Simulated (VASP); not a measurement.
# GaN in VASP: a series of runs

Runs on GaN. Level: PBE. Tasks: single point.

Program: VASP 6.6.1. These are calculated values, not measurements. Logs are shortened: lines on timing, memory, paths and dates and some standing lists are left out, and cuts for length are marked.

## 1. The cell of the first run

It takes space group Pmc2_1 (No. 26, orthorhombic). Conventional cell: a = 3.219 Å, b = 5.575 Å, c = 5.243 Å, α = 90.00°, β = 90.00°, γ = 90.00°. Within 2.6 Å of Ga (site symmetry m) lie 4 N at 1.95 to 2.01 Å. Ga (site symmetry m) has 4 N at 1.95 to 1.99 Å within 2.6 Å. N (site symmetry m) has 4 Ga at 1.97 to 2.01 Å within 2.6 Å. N (site symmetry m) has 4 Ga at 1.95 to 1.99 Å within 2.6 Å.

## 2. Single point, PBE (mode 11 frozen in at -0.016 Å and mode 13 at +0.020 Å (largest displacements))

Input file INCAR:

```
SYSTEM = GaN
ALGO = Normal ; EDIFF = 1E-6
ENCUT = 520 ; GGA = PE
ISIF = 2 ; ISMEAR = 0
LASPH = .True. ; LCHARG = .False.
LREAL = .False. ; LWAVE = .False.
NBANDS = 46 ; NELM = 100
PREC = Accurate ; SIGMA = 0.05
```

Input file KPOINTS:

```
k-points
0
Gamma
  8 6 6
  0 0 0
```

Input file POSCAR:

```
GaN
1.0
   -3.2185392732      0.0000000000      0.0000000000
    0.0000000000      0.0000000000     -5.2433778863
    0.0000000001     -5.5746735474      0.0000000000
Ga N
4 4
Direct
    0.5000000000      0.0027063854      0.1693461355
    0.0000000000      0.0005222427      0.6639860881
    0.0000000000      0.5005222427      0.3360139119
    0.5000000000      0.5027063854      0.8306538645
    0.5000000000      0.6199246484      0.1671161945
    0.0000000000      0.6208725400      0.6662101050
    0.0000000000      0.1208725400      0.3337898950
    0.5000000000      0.1199246484      0.8328838055
```

Potentials or basis: VASP PAW PBE potentials, release 64 (Ga_d, N).

Launch:

```console
cat potpaw_PBE.64/Ga_d/POTCAR potpaw_PBE.64/N/POTCAR > POTCAR
mpirun -np 1 vasp_std > vasp.out
```

OUTCAR:

```text
SYSTEM = GaN
   EDIFF = 1E-6
   ENCUT = 520
   GGA = PE
   ISIF = 2
   ISMEAR = 0
   LASPH = .True.
   LREAL = .False.
   NELM = 100
   PREC = Accurate

 ion  position               nearest neighbor table
   1  0.500  0.003  0.169-   7 1.95   7 1.95   8 1.97   5 2.01
   2  0.000  0.001  0.664-   7 1.95   8 1.97   8 1.97   6 1.99
   3  0.000  0.501  0.336-   6 1.95   5 1.97   5 1.97   7 1.99
   4  0.500  0.503  0.831-   6 1.95   6 1.95   5 1.97   8 2.01
   5  0.500  0.620  0.167-   3 1.97   3 1.97   4 1.97   1 2.01
   6  0.000  0.621  0.666-   3 1.95   4 1.95   4 1.95   2 1.99
   7  0.000  0.121  0.334-   2 1.95   1 1.95   1 1.95   3 1.99
   8  0.500  0.120  0.833-   2 1.97   2 1.97   1 1.97   4 2.01

  LATTYP: Found a simple orthorhombic cell.
 ALAT       =     3.2185392732
 B/A-ratio  =     1.6291172613
 C/A-ratio  =     1.7320508076

  Lattice vectors:

 A1 = (  -3.2185392732,   0.0000000000,   0.0000000000)
 A2 = (   0.0000000000,   0.0000000000,  -5.2433778863)
 A3 = (   0.0000000001,  -5.5746735474,   0.0000000000)

Analysis of symmetry for initial positions (statically):
=====================================================================
 Subroutine PRICEL returns:
 Original cell was already a primitive cell.

 Routine SETGRP: Setting up the symmetry group for a
 simple orthorhombic supercell.

 Subroutine GETGRP returns: Found  4 space group operations
 (whereof  2 operations were pure point group operations)
 out of a pool of  8 trial point group operations.

The static configuration has the point symmetry C_1h.
 The point group associated with its full space group is C_2v.

Analysis of symmetry for dynamics (positions and initial velocities):
=====================================================================
 Subroutine PRICEL returns:
 Original cell was already a primitive cell.

 Routine SETGRP: Setting up the symmetry group for a
 simple orthorhombic supercell.

 Subroutine GETGRP returns: Found  4 space group operations
 (whereof  2 operations were pure point group operations)
 out of a pool of  8 trial point group operations.

The dynamic configuration has the point symmetry C_1h.
 The point group associated with its full space group is C_2v.

 Subroutine INISYM returns: Found  4 space group operations
 (whereof  2 operations are pure point group operations),
 and found     1 'primitive' translations

----------------------------------------------------------------------------------------

                                     Primitive cell

  volume of cell :      94.0783

[... 102 lines left out ...]
   EDIFFG = 0.1E-04   stopping-criterion for IOM
   NSW    =      0    number of steps for IOM
   IBRION =     -1    ionic relax: 0-MD 1-quasi-New 2-CG
   NFREE  =      0    steps in history (QN), initial steepest desc. (CG)
   ISIF   =      2    stress and relaxation
   ISYM   =      2    0-nonsym 1-usesym 2-fastsym
   POTIM  = 0.5000    time-step for ionic-motion
   TEBEG  =    0.0;   TEEND  =   0.0 temperature during run
   PSTRESS=    0.0 pullay stress
   NELECT =      72.0000    total number of electrons
   NUPDOWN=      -1.0000    fix difference up-down
   EMIN   =  10.00;   EMAX   =-10.00  energy-range for DOS
   EFERMI =   0.00;   METHOD = LEGACY
   ISMEAR =     0;   SIGMA  =   0.05  broadening in eV -4-tet -1-fermi 0-gaus
   EFERMI_NEDOS =   21; number of points for ismear=-14 and -15
   IALGO  =     38    algorithm
   IMIX   =      4    mixing-type and parameters
     AMIX     =   0.40;   BMIX     =  1.00
     AMIX_MAG =   1.60;   BMIX_MAG =  1.00
  volume/ion in A,a.u.               =      11.76        79.36
  Fermi-wavevector in a.u.,A,eV,Ry     =   1.497462  2.829793 30.509608  2.242393
  Thomas-Fermi vector in A             =   2.609347
   LORBIT       =      0    0 simple, 1 ext, 2 COOP (PROOUT), +10 PAW based schemes
   GGA     = PE    functional components
   LHFCALC =     F    Hartree Fock is set to
   AEXX    =    0.0000 exact exchange contribution
   IVDW    =     0    specifies the selected vdW correction
   LEPSILON=     F    determine dielectric tensor
   LRPA    =     F    only Hartree local field effects (RPA)
 non-spin polarized calculation
 Gauss-broadening in eV      SIGMA  =   0.05
  energy-cutoff  :      520.00
  volume of cell :       94.08
 maximum number of plane-waves:      2568
 NGX is ok and might be reduce to    24
   NGX = 11   NGY = 19   NGZ = 21

 number of electron      71.9999999 magnetization

 Free energy of the ion-electron system (eV)
  ---------------------------------------------------
  ext. energy  EPLUGINS =         0.00000000
  ---------------------------------------------------
  free energy    TOTEN  =       -48.63214657 eV

  energy without entropy =      -48.63214657  energy(sigma->0) =      -48.63214657

 E-fermi :   5.2971     XC(G=0): -11.5135

 val. band max:        5.0229197084   @ k =   0.0000   0.0000   0.0000
 cond. band min:       6.7265227856   @ k =   0.0000   0.0000   0.0000
 fundamental gap:      1.7036030772
 Fermi energy:         5.2970517944

 k-point     1 :       0.0000    0.0000    0.0000
  band No.  band energies     occupation
      1     -10.7415      2.00000
      2     -10.0017      2.00000
      3      -9.8307      2.00000
      4      -9.7536      2.00000
      5      -8.4058      2.00000
      6      -8.4055      2.00000
[... 1165 lines left out ...]
     45      14.4778      0.00000
     46      14.6330      0.00000

 [... further k-points ...]
[... 5 lines left out ...]
  --------------------------------------------------------------------------------------
  -------------------------------------------------------------------------------------
  Total        0.4690369      0.4712576     -0.6497829     -0.0000000      0.0000000      0.0000000
  in kB        7.9878182      8.0256379    -11.0659689     -0.0000000      0.0000000      0.0000000
  external PRESSURE =       1.6491624 kB  Pullay stress =       0.0000000 kB

 VOLUME and BASIS-vectors are now :
 -----------------------------------------------------------------------------
  energy-cutoff  :      520.00
  volume of cell :       94.08
      direct lattice vectors                 reciprocal lattice vectors
    -3.218539273  0.000000000  0.000000000    -0.310699953 -0.000000000  0.000000000
     0.000000000  0.000000000 -5.243377886     0.000000000  0.000000000 -0.190716752
     0.000000000 -5.574673547  0.000000000     0.000000000 -0.179382701  0.000000000

 POSITION                                       TOTAL-FORCE (eV/Angst)
 -----------------------------------------------------------------------------------
     -1.60927     -0.94405     -0.01419        -0.000000      0.353550      0.358855
      0.00000     -3.70151     -0.00274         0.000000     -0.361473      0.113080
      0.00000     -1.87317     -2.62443        -0.000000      0.361473      0.113080
     -1.60927     -4.63062     -2.63588         0.000000     -0.353550      0.358855
     -1.60927     -0.93162     -3.25050        -0.000000      0.008123     -0.237017
      0.00000     -3.71390     -3.25547         0.000000     -0.019086     -0.234918
      0.00000     -1.86077     -0.63378        -0.000000      0.019086     -0.234918
     -1.60927     -4.64306     -0.62881         0.000000     -0.008123     -0.237017
 -----------------------------------------------------------------------------------
    total drift:                               -0.000000     -0.000041     -0.002333

  FREE ENERGIE OF THE ION-ELECTRON SYSTEM (eV)
  ---------------------------------------------------
  free  energy   TOTEN  =       -48.6321465656 eV

  energy  without entropy=      -48.6321465656  energy(sigma->0) =      -48.63214657
```

OSZICAR:

```text
N       E                     dE             d eps       ncg     rms          rms(c)
DAV:   1     0.804672064138E+03    0.80467E+03   -0.32812E+04  8152   0.290E+03
DAV:   2     0.107132659060E+03   -0.69754E+03   -0.66166E+03  7552   0.716E+02
DAV:   3    -0.437717668116E+02   -0.15090E+03   -0.14613E+03  8574   0.220E+02
DAV:   4    -0.560811219548E+02   -0.12309E+02   -0.12187E+02  9332   0.647E+01
DAV:   5    -0.564819842321E+02   -0.40086E+00   -0.40005E+00  9256   0.121E+01    0.152E+01
DAV:   6    -0.483653678494E+02    0.81166E+01   -0.24323E+01 13686   0.541E+01    0.414E+00
DAV:   7    -0.486726125803E+02   -0.30724E+00   -0.40256E+00  8148   0.110E+01    0.380E+00
DAV:   8    -0.486564579090E+02    0.16155E-01   -0.38188E-01 10972   0.691E+00    0.980E-01
DAV:   9    -0.486304424417E+02    0.26015E-01   -0.12940E-01 11506   0.484E+00    0.416E-01
DAV:  10    -0.486318089924E+02   -0.13666E-02   -0.13311E-02  9154   0.113E+00    0.247E-01
DAV:  11    -0.486321835527E+02   -0.37456E-03   -0.12936E-03  9236   0.723E-01    0.613E-02
DAV:  12    -0.486321282277E+02    0.55325E-04   -0.57824E-04 10530   0.482E-01    0.303E-02
DAV:  13    -0.486321474024E+02   -0.19175E-04   -0.20584E-04  8822   0.884E-02    0.203E-02
DAV:  14    -0.486321445450E+02    0.28575E-05   -0.10569E-05  9398   0.679E-02    0.109E-02
DAV:  15    -0.486321465071E+02   -0.19621E-05   -0.83508E-06  8612   0.335E-02    0.161E-03
DAV:  16    -0.486321465656E+02   -0.58508E-07   -0.69240E-07  4924   0.121E-02
   1 F= -.48632147E+02 E0= -.48632147E+02  d E =-.863977E-17
```

stdout:

```text
POSCAR found type information on POSCAR GaN
 POSCAR found :  2 types and       8 ions
 scaLAPACK will be used
 LDA part: xc-table for (Slater+PW92), standard interpolation
 POSCAR, INCAR and KPOINTS ok, starting setup
 FFT: planning ... GRIDC
 FFT: planning ... GRID_SOFT
 FFT: planning ... GRID
 WAVECAR not read
 entering main loop
```

Run time: 5 min. Hardware: 1 thread of Intel Xeon Platinum 8488C (Sapphire Rapids), shared host; peak memory 0.36 GiB.

Results:

```yaml
Free_energy: -48.6321 eV
Pressure: 0.2 GPa
Largest_force: 0.504 eV/Å
Band_gap_on_the_k_mesh: 1.70 eV
```

Forces in eV/Å, atoms in the order of the input:
```
Ga   0.000  0.354  0.359
Ga   0.000 -0.361  0.113
Ga   0.000  0.361  0.113
Ga   0.000 -0.354  0.359
N    0.000  0.008 -0.237
N    0.000 -0.019 -0.235
N    0.000  0.019 -0.235
N    0.000 -0.008 -0.237
```

Caveat: the cell differs from its parent crystal (mode 11 frozen in at -0.016 Å and mode 13 at +0.020 Å (largest displacements)).

## 3. Single point, PBE (mode 11 frozen in at +0.000 Å and mode 13 at -0.059 Å (largest displacements))

Input file INCAR:

```
PREC = Accurate
ENCUT = 520
EDIFF = 1E-6
ISMEAR = 0
SIGMA = 0.05
LREAL = F
LASPH = T
NELM = 60
ALGO = Normal
ISIF = 2
LWAVE = F
LCHARG = F
GGA = PE
NBANDS = 46
```

Input file KPOINTS:

```
Automatic mesh
0
Gamma
  8 6 6
```

Input file POSCAR:

```
GaN
1.0
   -3.2185392732      0.0000000000      0.0000000000
    0.0000000000      0.0000000000     -5.2433778863
    0.0000000001     -5.5746735474      0.0000000000
Ga N
4 4
Direct
    0.5000000000     -0.0013895049      0.1666683314
    0.0000000000     -0.0013895049      0.6666683314
    0.0000000000      0.4986104951      0.3333316686
    0.5000000000      0.4986104951      0.8333316686
    0.5000000000      0.6353507801      0.1666772176
    0.0000000000      0.6353507801      0.6666772176
    0.0000000000      0.1353507801      0.3333227824
    0.5000000000      0.1353507801      0.8333227824
```

Potentials or basis: VASP PAW PBE potentials, release 64 (Ga_d, N).

Launch:

```console
cat potpaw_PBE.64/Ga_d/POTCAR potpaw_PBE.64/N/POTCAR > POTCAR
mpirun -np 1 vasp_std > vasp.out
```

Run time: 5.7 min. Hardware: 1 thread of Oxide Virtual Turin-like, shared host; peak memory 0.33 GiB.

The run converged. Its results:

```yaml
Free_energy: -48.5355 eV
Pressure: 0.5 GPa
Largest_force: 0.903 eV/Å
Band_gap_on_the_k_mesh: 1.63 eV
```

Forces on the atoms (eV/Å):
```
Ga   0.000  0.000 -0.903
Ga   0.000  0.000 -0.903
Ga   0.000  0.000 -0.903
Ga   0.000  0.000 -0.903
N    0.000  0.001  0.903
N    0.000  0.001  0.903
N    0.000 -0.001  0.903
N    0.000 -0.001  0.903
```

Stress tensor (GPa, compression positive):
```
-1.96  0.00  0.00
 0.00 -1.97  0.00
 0.00  0.00  5.41
```

Levels at points of the mesh, in eV from the valence-band top:
| k point | band 33 | band 34 | band 35 | band 36 | band 37 | band 38 | band 39 | band 40 |
| --- | --- | --- | --- | --- | --- | --- | --- | --- |
| (0.00, 0.00, 0.00) | -0.86 | -0.28 | 0.00 | 0.00 | 1.63 | 4.13 | 4.96 | 5.30 |
| (0.50, 0.00, 0.00) | -2.11 | -2.11 | -1.89 | -1.89 | 5.39 | 5.39 | 6.35 | 6.35 |
| (0.00, 0.50, 0.00) | -0.55 | -0.55 | -0.55 | -0.55 | 3.99 | 3.99 | 4.16 | 4.16 |
| (0.50, 0.50, 0.00) | -1.77 | -1.77 | -1.77 | -1.77 | 5.60 | 5.60 | 5.60 | 5.60 |
| (0.00, 0.00, 0.50) | -0.95 | -0.95 | -0.42 | -0.42 | 4.05 | 4.05 | 5.76 | 5.76 |
| (0.50, 0.00, 0.50) | -2.41 | -2.41 | -0.86 | -0.86 | 4.96 | 4.96 | 5.30 | 5.30 |
| (0.00, 0.50, 0.50) | -1.24 | -1.24 | -1.24 | -1.24 | 4.97 | 4.97 | 4.97 | 4.97 |
| (0.50, 0.50, 0.50) | -1.84 | -1.84 | -1.84 | -1.84 | 4.16 | 4.16 | 4.16 | 4.16 |

Caveat: the cell differs from its parent crystal (mode 11 frozen in at +0.000 Å and mode 13 at -0.059 Å (largest displacements)).

## 4. Single point, PBE (mode 11 frozen in at -0.016 Å and mode 13 at +0.039 Å (largest displacements))

Input file INCAR:

```
SYSTEM = GaN
ALGO = Normal
EDIFF = 1E-7
ENCUT = 520
GGA = PE
ISIF = 2
ISMEAR = 0
LASPH = .TRUE.
LCHARG = .FALSE.
LREAL = .FALSE.
LWAVE = .FALSE.
NBANDS = 46
NELM = 100
PREC = Accurate
SIGMA = 0.05
```

Input file KPOINTS:

```
k-points
0
G
  8 6 6
  0 0 0
```

Input file POSCAR:

```
GaN
1.0
   -3.2185392732      0.0000000000      0.0000000000
    0.0000000000      0.0000000000     -5.2433778863
    0.0000000001     -5.5746735474      0.0000000000
Ga N
4 4
Direct
    0.5000000000      0.0034573401      0.1693455806
    0.0000000000      0.0012731974      0.6639855332
    0.0000000000      0.5012731974      0.3360144668
    0.5000000000      0.5034573401      0.8306544194
    0.5000000000      0.6161866020      0.1671126775
    0.0000000000      0.6171344936      0.6662065880
    0.0000000000      0.1171344936      0.3337934120
    0.5000000000      0.1161866020      0.8328873225
```

Launch:

```console
cat potpaw_PBE.64/Ga_d/POTCAR potpaw_PBE.64/N/POTCAR > POTCAR
mpirun -np 1 vasp_std > vasp.out
```

It took 6.5 min on 1 thread of Oxide Virtual Turin-like, shared host; peak memory 0.33 GiB.

The run converged. Its results:

| Property | Result |
| --- | --- |
| Free energy | -48.6000 eV |
| Pressure | 0.3 GPa |
| Largest force | 0.663 eV/Å |
| Band gap on the k mesh | 1.66 eV |

Forces in eV/Å, atoms in the order of the input:
```
Ga   0.000  0.363  0.555
Ga   0.000 -0.372  0.328
Ga   0.000  0.372  0.328
Ga   0.000 -0.363  0.555
N    0.000  0.011 -0.433
N    0.000 -0.023 -0.450
N    0.000  0.023 -0.450
N    0.000 -0.011 -0.433
```

Stress tensor (GPa, compression positive):
```
 1.53  0.00  0.00
 0.00  1.54  0.00
 0.00  0.00 -2.08
```

Levels at points of the mesh, in eV from the valence-band top:
```csv
k point,band 33,band 34,band 35,band 36,band 37,band 38,band 39,band 40
"(0.00, 0.00, 0.00)",-1.00,-0.11,-0.11,0.00,1.66,3.91,4.88,5.31
"(0.50, 0.00, 0.00)",-2.22,-2.20,-1.83,-1.70,5.78,5.96,6.31,6.37
"(0.00, 0.50, 0.00)",-0.60,-0.60,-0.59,-0.59,3.99,3.99,4.29,4.29
"(0.50, 0.50, 0.00)",-1.62,-1.62,-1.50,-1.50,5.61,5.61,5.71,5.71
"(0.00, 0.00, 0.50)",-0.66,-0.64,-0.60,-0.59,4.01,4.07,5.63,5.65
"(0.50, 0.00, 0.50)",-2.07,-1.99,-1.17,-1.11,4.80,4.96,5.27,5.34
"(0.00, 0.50, 0.50)",-1.45,-1.45,-1.26,-1.26,5.01,5.01,5.12,5.12
"(0.50, 0.50, 0.50)",-1.85,-1.85,-1.73,-1.73,4.22,4.22,4.36,4.36
```

Caveat: the cell differs from its parent crystal (mode 11 frozen in at -0.016 Å and mode 13 at +0.039 Å (largest displacements)).

(Continued in part 2 of 2.)
